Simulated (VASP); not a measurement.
Write the native input for VASP 6.6.1 that does the following.

| Quantity | Value |
| --- | --- |
| Task | single point |
| Functional | PBE |
| Potentials or basis | VASP PAW PBE potentials, release 64 (W_sv, Si) |
| Cutoff | 500 eV |
| k mesh | 18 × 18 × 18 |
| Occupations | gaussian, width 0.1 eV |
| Spin | no spin polarisation |
| Dipole correction | no |
| Further INCAR settings | ALGO = Normal; EDIFF = 1e-06; NBANDS = 18 |

The structure of Si2W (m.b) lies in POSCAR:

```
Si2W
1.0
   -1.6146705532      1.6146705532      3.9339078321
    1.6146705532     -1.6146705532      3.9339078321
    1.6146705532      1.6146705532     -3.9339078321
W Si
1 2
Direct
    0.0000000000      0.0000000000      0.0000000000
    0.3345607783      0.3345607783      0.0000000000
    0.6654392217      0.6654392217      0.0000000000
```

The input as run:

INCAR

```
SYSTEM = Si2W
ALGO = Normal
EDIFF = 1E-6
ENCUT = 500
GGA = PE
GGA_COMPAT = .False.
ISIF = 2
ISMEAR = 0
LASPH = .True.
LCHARG = .False.
LREAL = .False.
LWAVE = .False.
NBANDS = 18
NELM = 120
PREC = Accurate
SIGMA = 0.1
```

KPOINTS

```
k-points
0
Gamma
  18 18 18
  0 0 0
```

Potentials or basis: VASP PAW PBE potentials, release 64 (W_sv, Si).

Command:

```console
$ cat potpaw_PBE.64/W_sv/POTCAR potpaw_PBE.64/Si/POTCAR > POTCAR
$ mpirun -np 1 vasp_std > vasp.out
```

It gave:

```
Pressure               : 0.0 GPa
Band gap on the k mesh : zero (band 11 reaches 12.49 eV, above the bottom of band 12 at 11.24 eV)
```

Caveat: spin-orbit coupling is left out, which moves the levels of the heavy elements.

It took 12 min on 1 thread of AMD EPYC 7R13, on a shared host, peak memory 0.42 GiB.
